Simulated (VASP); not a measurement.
# Si in VASP: further runs

Runs on Si. Level: LDA. Tasks: electric field gradients.

All numbers are computed with VASP 6.6.1; they aren't measurements. Logs are shortened: lines on timing, memory, paths and dates and some standing lists are left out, and cuts for length are marked.

## Step 1: The cell of the first run

It takes space group Fd-3m (No. 227, cubic). Conventional cell: a = 5.502 Å, b = 5.502 Å, c = 5.502 Å, α = 90.00°, β = 90.00°, γ = 90.00°. Si (site symmetry -43m) has 4 Si at 2.38 Å within 3.1 Å.

## Step 2: Electric field gradients, LDA (20.82 Å³/atom)

File INCAR:

```
SYSTEM = Si
PREC     = Accurate       ! precision mode
ENCUT    = 520            ! plane-wave cutoff, eV
EDIFF    = 1E-8           ! SCF threshold, eV
ISMEAR   = -1             ! smearing method
SIGMA    = 0.08           ! smearing width, eV
LREAL    = .False.        ! projectors in reciprocal space
LASPH    = .True.         ! aspherical terms in the spheres
NELM     = 80             ! most SCF steps
ALGO     = Normal         ! electronic algorithm
ISIF     = 2              ! what is computed and relaxed
LWAVE    = .False.        ! write WAVECAR
LCHARG   = .False.        ! write CHGCAR
LEFG     = .True.       
NBANDS   = 11             ! bands
```

File KPOINTS:

```
Automatic mesh
0
Gamma
  12 12 12
  0 0 0
```

File POSCAR:

```
Si
1.0
    0.0000000000      2.7512039663      2.7512039663
    2.7512039663      0.0000000000      2.7512039663
    2.7512039663      2.7512039663      0.0000000000
Si
2
Direct
    0.5000000000      0.5000000000      0.5000000000
    0.7500000000      0.7500000000      0.7500000000
```

Potentials or basis: VASP PAW LDA potentials, release 64 (Si).

Launch:

```console
$ cat potpaw_LDA.64/Si/POTCAR > POTCAR
$ mpirun -np 1 vasp_std > vasp.out
```

OUTCAR:

```text
SYSTEM = Si
   PREC = Accurate
   ENCUT = 520
   EDIFF = 1E-8
   ISMEAR = -1
   LREAL = .False.
   LASPH = .True.
   NELM = 80
   ISIF = 2

 ion  position               nearest neighbor table
   1  0.500  0.500  0.500-   2 2.38   2 2.38   2 2.38   2 2.38
   2  0.750  0.750  0.750-   1 2.38   1 2.38   1 2.38   1 2.38

  LATTYP: Found a face centered cubic cell.
 ALAT       =     5.5024079326

  Lattice vectors:

 A1 = (   0.0000000000,   2.7512039663,   2.7512039663)
 A2 = (   2.7512039663,   0.0000000000,   2.7512039663)
 A3 = (   2.7512039663,   2.7512039663,   0.0000000000)

Analysis of symmetry for initial positions (statically):
=====================================================================
 Subroutine PRICEL returns:
 Original cell was already a primitive cell.

 Routine SETGRP: Setting up the symmetry group for a
 face centered cubic supercell.

 Subroutine GETGRP returns: Found 48 space group operations
 (whereof 24 operations were pure point group operations)
 out of a pool of 48 trial point group operations.

The static configuration has the point symmetry T_d .
 The point group associated with its full space group is O_h .

Analysis of symmetry for dynamics (positions and initial velocities):
=====================================================================
 Subroutine PRICEL returns:
 Original cell was already a primitive cell.

 Routine SETGRP: Setting up the symmetry group for a
 face centered cubic supercell.

 Subroutine GETGRP returns: Found 48 space group operations
 (whereof 24 operations were pure point group operations)
 out of a pool of 48 trial point group operations.

The dynamic configuration has the point symmetry T_d .
 The point group associated with its full space group is O_h .

 Subroutine INISYM returns: Found 48 space group operations
 (whereof 24 operations are pure point group operations),
 and found     1 'primitive' translations

----------------------------------------------------------------------------------------

                                     Primitive cell

  volume of cell :      41.6484

  direct lattice vectors                    reciprocal lattice vectors
     0.000000000  2.751203966  2.751203966    -0.181738616  0.181738616  0.181738616
     2.751203966  0.000000000  2.751203966     0.181738616 -0.181738616  0.181738616
     2.751203966  2.751203966  0.000000000     0.181738616  0.181738616 -0.181738616

  length of vectors
     3.890789962  3.890789962  3.890789962     0.314780516  0.314780516  0.314780516

  position of ions in fractional coordinates (direct lattice)
     0.500000000  0.500000000  0.500000000
     0.750000000  0.750000000  0.750000000

  ion indices of the primitive-cell ions
   primitive index   ion index
                 1           1
                 2           2

----------------------------------------------------------------------------------------

 KPOINTS: Automatic mesh

Automatic generation of k-mesh.
 Grid dimensions read from file:
 generate k-points for:   12   12   12

 Generating k-lattice:

  Cartesian coordinates                     Fractional coordinates (reciprocal lattice)
    -0.015144885  0.015144885  0.015144885     0.083333333  0.000000000  0.000000000
     0.015144885 -0.015144885  0.015144885     0.000000000  0.083333333  0.000000000
     0.015144885  0.015144885 -0.015144885     0.000000000  0.000000000  0.083333333

  Length of vectors
     0.026231710  0.026231710  0.026231710

  Shift w.r.t. Gamma in fractional coordinates (k-lattice)
     0.000000000  0.000000000  0.000000000

 Subroutine IBZKPT returns following result:
 ===========================================

 Found     72 irreducible k-points:

 Following reciprocal coordinates:
            Coordinates               Weight
  0.000000  0.000000  0.000000      1.000000
  0.083333  0.000000  0.000000      8.000000
  0.166667  0.000000  0.000000      8.000000
  0.250000  0.000000  0.000000      8.000000
  0.333333  0.000000  0.000000      8.000000
  0.416667  0.000000  0.000000      8.000000
[... 16 lines left out ...]
  0.500000  0.166667  0.000000     24.000000
 -0.416667  0.166667  0.000000     24.000000
 [... further k-points ...]
   k-points           NKPTS =     72   k-points in BZ     NKDIM =     72   number of bands    NBANDS=     11
   number of dos      NEDOS =    301   number of ions     NIONS =      2
   total plane-waves  NPLWV =  27000
   dimension x,y,z NGX =    30 NGY =   30 NGZ =   30
   dimension x,y,z NGXF=    60 NGYF=   60 NGZF=   60
   ions per type =               2
   NGX,Y,Z   is equivalent  to a cutoff of  12.82, 12.82, 12.82 a.u.
   NGXF,Y,Z  is equivalent  to a cutoff of  25.64, 25.64, 25.64 a.u.
 SYSTEM =  Si
   PREC   = accura    normal or accurate (medium, high low for compatibility)
   ISTART =      0    job   : 0-new  1-cont  2-samecut
   ICHARG =      2    charge: 1-file 2-atom 10-const
   ISPIN  =      1    spin polarized calculation?
   LNONCOLLINEAR =      F non collinear calculations
   LSORBIT =      F    spin-orbit coupling
   LASPH  =      T    aspherical Exc in radial PAW
   ENCUT  =  520.0 eV  38.22 Ry    6.18 a.u.   7.23  7.23  7.23*2*pi/ulx,y,z
   NELM   =     80;   NELMIN=  2; NELMDL= -5     # of ELM steps
   EDIFF  = 0.1E-07   stopping-criterion for ELM
   LREAL  =      F    real-space projection
   EDIFFG = 0.1E-06   stopping-criterion for IOM
   NSW    =      0    number of steps for IOM
   IBRION =     -1    ionic relax: 0-MD 1-quasi-New 2-CG
   NFREE  =      0    steps in history (QN), initial steepest desc. (CG)
   ISIF   =      2    stress and relaxation
   ISYM   =      2    0-nonsym 1-usesym 2-fastsym
   POTIM  = 0.5000    time-step for ionic-motion
   TEBEG  =    0.0;   TEEND  =   0.0 temperature during run
   PSTRESS=    0.0 pullay stress
   NELECT =       8.0000    total number of electrons
   NUPDOWN=      -1.0000    fix difference up-down
   EMIN   =  10.00;   EMAX   =-10.00  energy-range for DOS
   EFERMI =   0.00;   METHOD = LEGACY
   ISMEAR =    -1;   SIGMA  =   0.08  broadening in eV -4-tet -1-fermi 0-gaus
   EFERMI_NEDOS =   21; number of points for ismear=-14 and -15
   IALGO  =     38    algorithm
   IMIX   =      4    mixing-type and parameters
     AMIX     =   0.40;   BMIX     =  1.00
     AMIX_MAG =   1.60;   BMIX_MAG =  1.00
  volume/ion in A,a.u.               =      20.82       140.53
  Fermi-wavevector in a.u.,A,eV,Ry     =   0.944580  1.784997 12.139543  0.892231
  Thomas-Fermi vector in A             =   2.072398
   LORBIT       =      0    0 simple, 1 ext, 2 COOP (PROOUT), +10 PAW based schemes
   GGA     = CA    functional components
   LHFCALC =     F    Hartree Fock is set to
   AEXX    =    0.0000 exact exchange contribution
   IVDW    =     0    specifies the selected vdW correction
   LEPSILON=     F    determine dielectric tensor
   LRPA    =     F    only Hartree local field effects (RPA)
 non-spin polarized calculation
  energy-cutoff  :      520.00
  volume of cell :       41.65
 maximum number of plane-waves:      1139
 NGX is ok and might be reduce to    30
   NGX = 15   NGY = 15   NGZ = 15

 number of electron       8.0000001 magnetization

 Free energy of the ion-electron system (eV)
  ---------------------------------------------------
  ext. energy  EPLUGINS =         0.00000000
  ---------------------------------------------------
  free energy    TOTEN  =       -11.88574608 eV

  energy without entropy =      -11.88539122  energy(sigma->0) =      -11.88556865

 E-fermi :   5.6359     XC(G=0):  -9.4587

 val. band max:        5.3752086936   @ k =   0.0000   0.0000   0.0000
 cond. band min:       5.9084424601   @ k =   0.4167   0.4167   0.0000
 fundamental gap:      0.5332337665
 Fermi energy:         5.6358770043

 k-point     1 :       0.0000    0.0000    0.0000
  band No.  band energies     occupation
      1      -6.3182      2.00000
      2       5.3752      1.92594
      3       5.3752      1.92594
      4       5.3752      1.92594
      5       7.8813      0.00000
      6       7.8813      0.00000
      7       7.8813      0.00000
      8       8.1405      0.00000
      9      12.8881      0.00000
     10      13.0806      0.00000
     11      13.0806      0.00000
[... 309 lines left out ...]
 k-point    24 :      -0.4167    0.1667    0.0000
  band No.  band energies     occupation
      1      -3.8117      2.00000
      2      -1.2537      2.00000
      3       2.4539      2.00000
      4       3.8378      2.00000
      5       7.4428      0.00000
      6       9.2651      0.00000
      7       9.6929      0.00000
      8      13.0838      0.00000
      9      13.6118      0.00000
     10      14.0141      0.00000
     11      16.1928      0.00000

 [... further k-points ...]

------------------------ aborting loop because EDIFF is reached ----------------------------------------

  FORCE on cell =-STRESS in cart. coord.  units (eV):
  Direction    XX          YY          ZZ          XY          YZ          ZX
  --------------------------------------------------------------------------------------
  -------------------------------------------------------------------------------------
  Total       -1.2246975     -1.2246975     -1.2246975     -0.0000000     -0.0000000     -0.0000000
  in kB      -47.1130309    -47.1130309    -47.1130309     -0.0000000     -0.0000000     -0.0000000
  external PRESSURE =     -47.1130309 kB  Pullay stress =       0.0000000 kB

 VOLUME and BASIS-vectors are now :
 -----------------------------------------------------------------------------
  energy-cutoff  :      520.00
  volume of cell :       41.65
      direct lattice vectors                 reciprocal lattice vectors
     0.000000000  2.751203966  2.751203966    -0.181738616  0.181738616  0.181738616
     2.751203966  0.000000000  2.751203966     0.181738616 -0.181738616  0.181738616
     2.751203966  2.751203966  0.000000000     0.181738616  0.181738616 -0.181738616

 POSITION                                       TOTAL-FORCE (eV/Angst)
 -----------------------------------------------------------------------------------
      2.75120      2.75120      2.75120        -0.000000     -0.000000     -0.000000
      4.12681      4.12681      4.12681         0.000000      0.000000      0.000000
 -----------------------------------------------------------------------------------
    total drift:                                0.000000     -0.000000     -0.000000

  FREE ENERGIE OF THE ION-ELECTRON SYSTEM (eV)
  ---------------------------------------------------
  free  energy   TOTEN  =       -11.8857460777 eV

  energy  without entropy=      -11.8853912207  energy(sigma->0) =      -11.88556865

 Electric field gradients (V/A^2)
---------------------------------------------------------------------
 ion       V_xx      V_yy      V_zz      V_xy      V_xz      V_yz
---------------------------------------------------------------------
   1       0.000     0.000    -0.000     0.000     0.000     0.000
   2       0.000     0.000    -0.000     0.000     0.000     0.000
---------------------------------------------------------------------

 Electric field gradients after diagonalization (V/A^2)
 (convention: |V_zz| > |V_xx| > |V_yy|)
----------------------------------------------------------------------
 ion       V_xx      V_yy      V_zz     asymmetry (V_yy - V_xx)/ V_zz
----------------------------------------------------------------------
   1      -0.000    -0.000     0.000       0.000
   2      -0.000    -0.000     0.000       0.000
----------------------------------------------------------------------

           NMR quadrupolar parameters

 Cq : quadrupolar parameter    Cq=e*Q*V_zz/h
 eta: asymmetry parameters     (V_yy - V_xx)/ V_zz
 Q  : nuclear electric quadrupole moment in mb (millibarn)
----------------------------------------------------------------------
 ion       Cq(MHz)       eta       Q (mb)
----------------------------------------------------------------------
   1       0.000       0.000       1.000
   2       0.000       0.000       1.000
----------------------------------------------------------------------
```

It took 21 s on 1 thread of AMD EPYC 7R13 (Zen 3), shared host; peak memory 0.12 GiB.

Results:

```
Free energy                             : -11.8857 eV
Pressure                                : -4.7 GPa
Band gap on the k mesh                  : 0.53 eV (least direct gap 2.45 eV)
Largest electric field gradient by atom : zero within the noise of the run
```

Caveat: the cell stands under tension. A k mesh can miss the band edges.

## Step 3: Electric field gradients, LDA (20.42 Å³/atom)

This run uses another cell than the first one, of 20.42 Å³/atom.

File INCAR:

```
PREC = Accurate ; ENCUT = 520
EDIFF = 1E-8 ; ISMEAR = -1
SIGMA = 0.08 ; LREAL = F
LASPH = T ; NELM = 60
ALGO = Normal ; ISIF = 2
LWAVE = F ; LCHARG = F
GGA = CA ; LEFG = T
NBANDS = 11
```

File KPOINTS:

```
regular mesh
0
Gamma
  12 12 12
```

File POSCAR:

```
Si
1.0
    0.0000000000      2.7334537691      2.7334537691
    2.7334537691      0.0000000000      2.7334537691
    2.7334537691      2.7334537691      0.0000000000
Si
2
Direct
    0.5000000000      0.5000000000      0.5000000000
    0.7500000000      0.7500000000      0.7500000000
```

Potentials or basis: VASP PAW LDA potentials, release 64 (Si).

Launch:

```console
$ cat potpaw_LDA.64/Si/POTCAR > POTCAR
$ mpirun -np 1 vasp_std > vasp.out
```

OUTCAR:

```text
PREC = Accurate
   ENCUT = 520
   EDIFF = 1E-8
   ISMEAR = -1
   LREAL = F
   LASPH = T
   NELM = 60
   ISIF = 2
   GGA = CA

 ion  position               nearest neighbor table
   1  0.500  0.500  0.500-   2 2.37   2 2.37   2 2.37   2 2.37
   2  0.750  0.750  0.750-   1 2.37   1 2.37   1 2.37   1 2.37

  LATTYP: Found a face centered cubic cell.
 ALAT       =     5.4669075382

  Lattice vectors:

 A1 = (   0.0000000000,   2.7334537691,   2.7334537691)
 A2 = (   2.7334537691,   0.0000000000,   2.7334537691)
 A3 = (   2.7334537691,   2.7334537691,   0.0000000000)

[... 549 lines left out ...]
  free  energy   TOTEN  =       -11.9054562797 eV

  energy  without entropy=      -11.9050477467  energy(sigma->0) =      -11.90525201

 Electric field gradients (V/A^2)
---------------------------------------------------------------------
 ion       V_xx      V_yy      V_zz      V_xy      V_xz      V_yz
---------------------------------------------------------------------
   1      -0.000    -0.000    -0.000     0.000     0.000     0.000
   2      -0.000    -0.000    -0.000     0.000     0.000     0.000
---------------------------------------------------------------------

 Electric field gradients after diagonalization (V/A^2)
 (convention: |V_zz| > |V_xx| > |V_yy|)
----------------------------------------------------------------------
 ion       V_xx      V_yy      V_zz     asymmetry (V_yy - V_xx)/ V_zz
----------------------------------------------------------------------
   1      -0.000    -0.000     0.000       0.000
   2      -0.000    -0.000     0.000       0.000
----------------------------------------------------------------------

           NMR quadrupolar parameters

 Cq : quadrupolar parameter    Cq=e*Q*V_zz/h
 eta: asymmetry parameters     (V_yy - V_xx)/ V_zz
 Q  : nuclear electric quadrupole moment in mb (millibarn)
----------------------------------------------------------------------
 ion       Cq(MHz)       eta       Q (mb)
----------------------------------------------------------------------
   1       0.000       0.000       1.000
   2       0.000       0.000       1.000
----------------------------------------------------------------------
```

OSZICAR:

```text
N       E                     dE             d eps       ncg     rms          rms(c)
DAV:   1     0.745574310039E+01    0.74557E+01   -0.33146E+03  1584   0.590E+02
DAV:   2    -0.115527792339E+02   -0.19009E+02   -0.18294E+02  2106   0.852E+01
DAV:   3    -0.121482951255E+02   -0.59552E+00   -0.59415E+00  2020   0.136E+01
DAV:   4    -0.121531271171E+02   -0.48320E-02   -0.48315E-02  1896   0.153E+00
DAV:   5    -0.121531800450E+02   -0.52928E-04   -0.52927E-04  2024   0.151E-01    0.488E+00
DAV:   6    -0.119837617544E+02    0.16942E+00   -0.94327E-02  1824   0.121E+00    0.291E+00
DAV:   7    -0.119052652746E+02    0.78496E-01   -0.17176E-01  1836   0.169E+00    0.204E-01
DAV:   8    -0.119054757536E+02   -0.21048E-03   -0.74223E-03  1800   0.467E-01    0.789E-02
DAV:   9    -0.119054508201E+02    0.24934E-04   -0.20679E-04  1964   0.773E-02    0.613E-02
DAV:  10    -0.119054564389E+02   -0.56188E-05   -0.15639E-05  1854   0.232E-02    0.246E-02
DAV:  11    -0.119054562777E+02    0.16118E-06   -0.92936E-07  1853   0.499E-03    0.193E-03
DAV:  12    -0.119054562797E+02   -0.20059E-08   -0.23002E-08  1914   0.899E-04
   1 F= -.11905456E+02 E0= -.11905252E+02  d E =-.408533E-03
```

Run time: 21 s. Hardware: 1 thread of AMD EPYC 7R13 (Zen 3), shared host; peak memory 0.12 GiB.

What came out:

```yaml
Free_energy: -11.9055 eV
Pressure: -3.2 GPa
Band_gap_on_the_k_mesh: 0.50 eV (least direct gap 2.52 eV)
Largest_electric_field_gradient_by_atom: zero within the noise of the run
```

Levels at points of the mesh, in eV from the valence-band top:
```tsv
k point	band 1	band 2	band 3	band 4	band 5	band 6	band 7	band 8	band 9
(0.00, 0.00, 0.00)	-11.82	0.00	0.00	0.00	2.52	2.52	2.52	2.98	7.59
(0.50, 0.00, 0.00)	-9.53	-6.90	-1.18	-1.18	1.36	3.30	3.30	7.49	10.47
(0.50, 0.50, 0.00)	-7.75	-7.75	-2.80	-2.80	0.64	0.64	9.81	9.81	10.86
```

Caveat: the cell stands under tension.

[end of part 1 of 2]
